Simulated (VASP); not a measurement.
Set up this calculation in VASP 6.6.1, as the native input.

```
Task                   : single point
Functional             : PBEsol
Potentials or basis    : VASP PAW PBE potentials, release 64 (Al, Cu)
Cutoff                 : 520 eV
k mesh                 : 12 × 12 × 10
Occupations            : gaussian, width 0.15 eV
Spin                   : no spin polarisation
Dipole correction      : no
Further INCAR settings : ALGO = Fast; EDIFF = 1e-06; NBANDS = 24
```

The structure of Al3Cu2 lies in POSCAR:

```
Al3Cu2
1.0
    4.0985856014      0.0000000000      0.0000000000
   -2.0492928007      3.5494792504      0.0000000000
    0.0000000000      0.0000000000      4.9821008425
Al Cu
3 2
Direct
    0.0000000000      0.0000000000      0.0000000000
    0.3192467599      0.6384935199      0.3515059809
    0.6666666667      0.3333333333      0.6484940191
    0.3333333333      0.6666666667      0.8422899817
    0.6666666667      0.3333333333      0.1577100183
```

This cell differs from its parent crystal: atom 2 (Al) moved -0.100 Å along Cartesian [0 1 0].

These files were run (other wordings do the same):

INCAR

```
SYSTEM = Al3Cu2
ALGO = Fast
EDIFF = 1E-6
ENCUT = 520
GGA = PS
ISIF = 2
ISMEAR = 0
LASPH = .True.
LCHARG = .False.
LREAL = .False.
LWAVE = .False.
NBANDS = 24
NELM = 80
PREC = Accurate
SIGMA = 0.15
```

KPOINTS

```
k-points
0
Gamma
  12 12 10
  0 0 0
```

Potentials or basis: VASP PAW PBE potentials, release 64 (Al, Cu).

Launch:

```bash
$ cat potpaw_PBE.64/Al/POTCAR potpaw_PBE.64/Cu/POTCAR > POTCAR
$ mpirun -np 1 vasp_std > vasp.out
```

Results of the run:

| Quantity | Value |
| --- | --- |
| Pressure | 0.2 GPa |
| Largest force | 0.435 eV/Å |
| Band gap on the k mesh | zero (an odd number of electrons rules out a gap without spin polarisation) |

Caveat: the cell differs from its parent crystal (atom 2 (Al) moved -0.100 Å along Cartesian [0 1 0]); the PAW data sets were made with another functional, which shifts forces and pressure a little.

Run time: 8.8 min on 1 thread of AMD EPYC 9R45 96-Core Processor (Zen 5), with other jobs on the host, peak memory 0.61 GiB.
